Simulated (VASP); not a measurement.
# Te7Mo4 (a cell with a defect) in VASP: notebook

The runs below take Te7Mo4 (a cell with a defect) through single point, with PBE+D3(BJ).

All numbers are computed with VASP 6.6.1; they aren't measurements. Logs are shortened: lines on timing, memory, paths and dates and some standing lists are left out, and cuts for length are marked.

### 1 The cell of the first run

The cell holds a defect, 11 atoms: a = 6.990 Å, b = 6.990 Å, c = 7.624 Å, α = 90.00°, β = 90.00°, γ = 120.00°.

### 2 Single point, PBE+D3(BJ)

Input file INCAR:

```
SYSTEM = Te7Mo4
PREC     = Accurate       ! precision mode
ENCUT    = 520            ! plane-wave cutoff, eV
EDIFF    = 1E-7           ! SCF threshold, eV
ISMEAR   = 0              ! smearing method
SIGMA    = 0.05           ! smearing width, eV
LREAL    = .FALSE.        ! projectors in reciprocal space
LASPH    = .TRUE.         ! aspherical terms in the spheres
NELM     = 100            ! most SCF steps
ALGO     = Fast           ! electronic algorithm
ISIF     = 2              ! what is computed and relaxed
LWAVE    = .FALSE.        ! write WAVECAR
LCHARG   = .FALSE.        ! write CHGCAR
GGA      = PE             ! functional
IVDW     = 12             ! dispersion correction
NBANDS   = 60             ! bands
NELECT   = 96.0
```

Input file KPOINTS:

```
Automatic mesh
0
G
  6 6 4
  0 0 0
```

Input file POSCAR:

```
Te7Mo4
1.0
    3.4951625504     -6.0537991181      0.0000000000
   -6.9903251009      0.0000000000      0.0000000000
    0.0000000000      0.0000000000     -7.6242845190
Te Mo
7 4
Direct
    0.4422017321      0.2177034642      0.2385784197
    0.1666666667      0.8333333333      0.2385784197
    0.6666666667      0.8333333333      0.2385784197
    0.1666666667      0.3333333333      0.7614215803
    0.6666666667      0.3333333333      0.7614215803
    0.1666666667      0.8333333333      0.7614215803
    0.6666666667      0.8333333333      0.7614215803
    0.0000000000      0.5000000000      0.0000000000
    0.5000000000      0.5000000000      0.0000000000
    0.0000000000      0.0000000000      0.0000000000
    0.5000000000      0.0000000000      0.0000000000
```

Potentials or basis: VASP PAW PBE potentials, release 64 (Te, Mo_sv).

Command:

```bash
$ cat potpaw_PBE.64/Te/POTCAR potpaw_PBE.64/Mo_sv/POTCAR > POTCAR
$ mpirun -np 1 vasp_std > vasp.out
```

OUTCAR:

```text
SYSTEM = Te7Mo4
   PREC = Accurate
   ENCUT = 520
   EDIFF = 1E-7
   ISMEAR = 0
   LREAL = .FALSE.
   LASPH = .TRUE.
   NELM = 100
   ISIF = 2
   GGA = PE
   IVDW = 12
   NELECT = 96.0
 IVDW          = 12

 ion  position               nearest neighbor table
   1  0.442  0.218  0.239-   2 2.40  11 2.53   9 2.56  10 3.24
   2  0.167  0.833  0.239-   1 2.40  11 2.72   8 2.72  10 2.72   3 3.50   3 3.50   6 3.64
   3  0.667  0.833  0.239-  10 2.72   9 2.72  11 2.72   2 3.50   2 3.50   7 3.64
   4  0.167  0.333  0.761-   9 2.72  10 2.72   8 2.72   5 3.50   5 3.50   6 3.50   6 3.50   7 3.50
                             7 3.50
   5  0.667  0.333  0.761-   8 2.72  11 2.72   9 2.72   4 3.50   4 3.50   7 3.50   7 3.50   6 3.50
                             6 3.50
   6  0.167  0.833  0.761-  11 2.72   8 2.72  10 2.72   7 3.50   7 3.50   4 3.50   4 3.50   5 3.50
                             5 3.50   2 3.64
   7  0.667  0.833  0.761-  10 2.72   9 2.72  11 2.72   6 3.50   6 3.50   5 3.50   5 3.50   4 3.50
                             4 3.50   3 3.64
   8  0.000  0.500  0.000-   5 2.72   2 2.72   6 2.72   4 2.72
   9  0.500  0.500  0.000-   1 2.56   4 2.72   3 2.72   7 2.72   5 2.72
  10  0.000  0.000  0.000-   3 2.72   7 2.72   4 2.72   6 2.72   2 2.72   1 3.24
  11  0.500  0.000  0.000-   1 2.53   2 2.72   6 2.72   5 2.72   3 2.72   7 2.72

  LATTYP: Found a hexagonal cell.
 ALAT       =     6.9903251009
 C/A-ratio  =     1.0906909777

  Lattice vectors:

 A1 = (   3.4951625504,  -6.0537991181,   0.0000000000)
 A2 = (  -6.9903251009,   0.0000000000,   0.0000000000)
 A3 = (   0.0000000000,   0.0000000000,  -7.6242845190)

Analysis of symmetry for initial positions (statically):
=====================================================================
 Subroutine PRICEL returns:
 Original cell was already a primitive cell.

 Routine SETGRP: Setting up the symmetry group for a
 hexagonal supercell.

 Subroutine GETGRP returns: Found  1 space group operations
 (whereof  1 operations were pure point group operations)
 out of a pool of 24 trial point group operations.

The static configuration has the point symmetry C_1 .

Analysis of symmetry for dynamics (positions and initial velocities):
=====================================================================
 Subroutine PRICEL returns:
 Original cell was already a primitive cell.

 Routine SETGRP: Setting up the symmetry group for a
 hexagonal supercell.

 Subroutine GETGRP returns: Found  1 space group operations
 (whereof  1 operations were pure point group operations)
 out of a pool of 24 trial point group operations.

[... 131 lines left out ...]
   EMIN   =  10.00;   EMAX   =-10.00  energy-range for DOS
   EFERMI =   0.00;   METHOD = LEGACY
   ISMEAR =     0;   SIGMA  =   0.05  broadening in eV -4-tet -1-fermi 0-gaus
   EFERMI_NEDOS =   21; number of points for ismear=-14 and -15
   IALGO  =     68    algorithm
   IMIX   =      4    mixing-type and parameters
     AMIX     =   0.40;   BMIX     =  1.00
     AMIX_MAG =   1.60;   BMIX_MAG =  1.00
  volume/ion in A,a.u.               =      29.33       197.94
  Fermi-wavevector in a.u.,A,eV,Ry     =   1.092925  2.065329 16.251960  1.194485
  Thomas-Fermi vector in A             =   2.229200
   LORBIT       =      0    0 simple, 1 ext, 2 COOP (PROOUT), +10 PAW based schemes
   GGA     = PE    functional components
   LHFCALC =     F    Hartree Fock is set to
   AEXX    =    0.0000 exact exchange contribution
   IVDW    =    12    specifies the selected vdW correction
   LEPSILON=     F    determine dielectric tensor
   LRPA    =     F    only Hartree local field effects (RPA)
 non-spin polarized calculation
 RMM-DIIS sequential band-by-band and
 Gauss-broadening in eV      SIGMA  =   0.05
  energy-cutoff  :      520.00
  volume of cell :      322.64
 maximum number of plane-waves:      8715
 NGX is ok and might be reduce to    54
   NGX = 25   NGY = 25   NGZ = 29

 number of electron      96.0000002 magnetization

 Free energy of the ion-electron system (eV)
  ---------------------------------------------------
  ext. energy  EPLUGINS =         0.00000000
  ---------------------------------------------------
  free energy    TOTEN  =       -75.63409599 eV

  energy without entropy =      -75.62729734  energy(sigma->0) =      -75.63069666

 E-fermi :   6.1687     XC(G=0):  -9.2229

 val. band max:        6.1455387310   @ k =   0.0000  -0.3333   0.2500
 cond. band min:       6.1690663745   @ k =  -0.1667   0.3333   0.2500
 fundamental gap:      0.0235276435
 Fermi energy:         6.1686552567

 k-point     1 :       0.0000    0.0000    0.0000
  band No.  band energies     occupation
      1     -54.8823      2.00000
      2     -54.8743      2.00000
      3     -54.7561      2.00000
      4     -54.7497      2.00000
      5     -29.1602      2.00000
      6     -29.0607      2.00000
[... 1501 lines left out ...]
     59       8.9316      0.00000
     60       9.1339      0.00000

 [... further k-points ...]

------------------------ aborting loop because EDIFF is reached ----------------------------------------

 Edisp (eV)   -5.14570

 E8    (eV) :    -2.3771

  FORCE on cell =-STRESS in cart. coord.  units (eV):
  Direction    XX          YY          ZZ          XY          YZ          ZX
  --------------------------------------------------------------------------------------
  -------------------------------------------------------------------------------------
  Total     -19.11432   -24.14479   -16.90880     7.65993    -1.42511     1.27335
  in kB     -94.91719  -119.89732   -83.96514    38.03739    -7.07678     6.32318
  external pressure =      -99.59 kB  Pullay stress =        0.00 kB

 VOLUME and BASIS-vectors are now :
 -----------------------------------------------------------------------------
  energy-cutoff  :      520.00
  volume of cell :      322.64
      direct lattice vectors                 reciprocal lattice vectors
     3.495162550 -6.053799118  0.000000000     0.000000000 -0.165185527  0.000000000
    -6.990325101  0.000000000  0.000000000    -0.143054863 -0.082592764  0.000000000
     0.000000000  0.000000000 -7.624284519     0.000000000  0.000000000 -0.131159848

 POSITION                                       TOTAL-FORCE (eV/Angst)
 -----------------------------------------------------------------------------------
      0.02375     -2.67700     -1.81899        -6.033240     -4.379535     -3.205833
     -5.24274     -1.00897     -1.81899         5.357811      5.196299     -0.778307
     -3.49516     -4.03587     -1.81899         0.010009     -0.229540     -0.330086
     -1.74758     -1.00897     -5.80529        -0.267854      0.025255     -0.090062
      0.00000     -4.03587     -5.80529        -0.269443     -0.438498      0.011165
     -5.24274     -1.00897     -5.80529         0.347834      0.434164      0.001956
     -3.49516     -4.03587     -5.80529         0.214505     -0.303309      0.388425
     -3.49516      0.00000      0.00000         0.293336      0.291252      0.572503
     -1.74758     -3.02690      0.00000        -0.413161      0.114746      1.340047
      0.00000      0.00000      0.00000        -0.561530     -0.430312      0.293542
      1.74758     -3.02690      0.00000         1.321732     -0.280522      1.796649
 -----------------------------------------------------------------------------------
    total drift:                                0.000061      0.000033     -0.000264

  FREE ENERGIE OF THE ION-ELECTRON SYSTEM (eV)
  ---------------------------------------------------
  free  energy   TOTEN  =       -80.7797967973 eV

  energy  without entropy=      -80.7729981486  energy(sigma->0) =      -80.77639747
```

stdout:

```text
POSCAR found type information on POSCAR TeMo
 POSCAR found :  2 types and      11 ions
 scaLAPACK will be used
 LDA part: xc-table for (Slater+PW92), standard interpolation
 POSCAR, INCAR and KPOINTS ok, starting setup
 FFT: planning ... GRIDC
 FFT: planning ... GRID_SOFT
 FFT: planning ... GRID
 WAVECAR not read
 entering main loop
 the old and the new charge density differ
 old charge density:    98.00000 new   96.00000
    0.306E+01
```

Wall time 84 min (1 thread of Oxide Virtual Turin-like, shared host); peak memory 1.1 GiB.

What came out:

```
Free energy                : -80.7798 eV
Largest force              : 8.115 eV/Å
Dispersion energy per atom : -0.468 eV
```

Forces in eV/Å, atoms in the order of the input:
```
Te  -6.033 -4.380 -3.206
Te   5.358  5.196 -0.778
Te   0.010 -0.230 -0.330
Te  -0.268  0.025 -0.090
Te  -0.269 -0.438  0.011
Te   0.348  0.434  0.002
Te   0.215 -0.303  0.388
Mo   0.293  0.291  0.573
Mo  -0.413  0.115  1.340
Mo  -0.562 -0.430  0.294
Mo   1.322 -0.281  1.797
```

Caveat: the cell carries a net charge on a neutralising background, which shifts energy and pressure; the cell differs from its parent crystal (atoms taken out, atom 1 moved 0.333 of the way to it and +0.700 Å across, host rigid); the cell is charged against a uniform background, so pressure and absolute levels hang on convention; spin-orbit coupling is left out, which moves the levels of the heavy elements.

### 3 Single point, PBE+D3(BJ)

Input file INCAR:

```
PREC = Accurate
ENCUT = 520
EDIFF = 1E-7
ISMEAR = 0
SIGMA = 0.05
LREAL = False
LASPH = True
NELM = 60
ALGO = Fast
ISIF = 2
LWAVE = False
LCHARG = False
GGA = PE
IVDW = 12
NBANDS = 60
NELECT = 96.0
```

Input file KPOINTS:

```
regular mesh
0
Gamma
  6 6 4
```

Input file POSCAR:

```
Te7Mo4
1.0
    3.4951625106     -6.0537990491      0.0000000000
   -6.9903250212      0.0000000000      0.0000000000
    0.0000000000      0.0000000000     -7.6242894603
Te Mo
7 4
Direct
    0.4983054652      0.2466109305      0.2385782919
    0.1666666667      0.8333333333      0.2385782919
    0.6666666667      0.8333333333      0.2385782919
    0.1666666667      0.3333333333      0.7614217081
    0.6666666667      0.3333333333      0.7614217081
    0.1666666667      0.8333333333      0.7614217081
    0.6666666667      0.8333333333      0.7614217081
    0.0000000000      0.5000000000      0.0000000000
    0.5000000000      0.5000000000      0.0000000000
    0.0000000000      1.0000000000      0.0000000000
    0.5000000000      1.0000000000      0.0000000000
```

Potentials or basis: VASP PAW PBE potentials, release 64 (Te, Mo_sv).

Command:

```bash
$ cat potpaw_PBE.64/Te/POTCAR potpaw_PBE.64/Mo_sv/POTCAR > POTCAR
$ mpirun -np 1 vasp_std > vasp.out
```

It took 82 min on 1 thread of Oxide Virtual Turin-like, shared host; peak memory 1.1 GiB.

Results (log left out):

```
Free energy                : -81.8551 eV
Largest force              : 4.774 eV/Å
Dispersion energy per atom : -0.468 eV
```

Forces on the atoms (eV/Å):
```
Te  -2.763 -2.208 -3.207
Te   2.131  2.415 -0.678
Te   0.004 -0.268 -0.346
Te  -0.204  0.062 -0.026
Te  -0.300 -0.472  0.114
Te   0.311  0.431  0.079
Te   0.221 -0.367  0.402
Mo   0.277  0.286  0.341
Mo  -0.627  0.252  1.211
Mo  -0.644 -0.167  0.263
Mo   1.595  0.035  1.848
```

Levels at points of the mesh, in eV from the Fermi level:
| k point | band 46 | band 47 | band 48 | band 49 | band 50 | band 51 |
| --- | --- | --- | --- | --- | --- | --- |
| (0.00, 0.00, 0.00) | -0.58 | -0.46 | -0.20 | 0.72 | 0.92 | 1.08 |
| (0.50, 0.00, 0.00) | -0.55 | -0.51 | -0.22 | 0.00 | 0.35 | 0.66 |
| (0.00, 0.50, 0.00) | -0.75 | -0.59 | -0.15 | 0.14 | 0.35 | 0.78 |
| (0.50, 0.50, 0.00) | -0.54 | -0.34 | -0.25 | -0.07 | 0.34 | 0.71 |
| (0.00, 0.00, 0.50) | -0.38 | -0.32 | -0.19 | 0.71 | 0.91 | 1.08 |
| (0.50, 0.00, 0.50) | -0.56 | -0.50 | -0.26 | 0.13 | 0.30 | 0.69 |
| (0.00, 0.50, 0.50) | -0.70 | -0.59 | -0.25 | 0.13 | 0.45 | 0.84 |
| (0.50, 0.50, 0.50) | -0.57 | -0.39 | -0.30 | -0.05 | 0.37 | 0.74 |

Caveat: the cell carries a net charge on a neutralising background, which shifts energy and pressure; the cell differs from its parent crystal (atoms taken out, atom 1 moved 0.250 of the way to it and +0.525 Å across, host rigid); the cell is charged against a uniform background, so pressure and absolute levels hang on convention; spin-orbit coupling is left out, which moves the levels of the heavy elements.

(Part 1 of 2 ends here.)
